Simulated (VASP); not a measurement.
Runs of VASP 6.6.1 on C. The structure is that of space group Fm-3m (No. 225), or close to it. The cells are those of the table. 

| task | cell | k mesh | cutoff (eV) | gap on the mesh (eV) | pressure (GPa) |
| --- | --- | --- | --- | --- | --- |
| single point | a = 1.719 Å, angles 60.0°, 1 atom | 28 × 28 × 28 | 520 | none | 384.1 |
| relaxation of cell and atoms | relaxed to 380 GPa from a = 1.721 Å, angles 60.0°, 1 atom | 28 × 28 × 28 | 600 | none | 379.9 |
| single point | a = 2.182 Å, angles 60.0°, 1 atom | 23 × 23 × 23 | 520 | none | 0.1 |
| relaxation of cell and atoms | relaxed from a = 2.095 Å, angles 60.0°, 1 atom | 23 × 23 × 23 | 600 | none | 0.0 |
| single point | a = 1.721 Å, angles 60.0°, 1 atom | 28 × 28 × 28 | 520 | none | (a) |

Alike in all rows: level PBE; potentials or basis VASP PAW PBE potentials, release 64 (C); no spin polarisation; smearing fermi-dirac 0.05 eV.

Task: Fill in the values left out.

Result: (a) 380.5.

Caveats: the relaxation stopped at its first step, so nothing moved (some runs); the cell is relaxed towards a set pressure, so the enthalpy falls and the energy may rise (some runs).

A gap of «none» marks levels without a gap at the run's occupations.
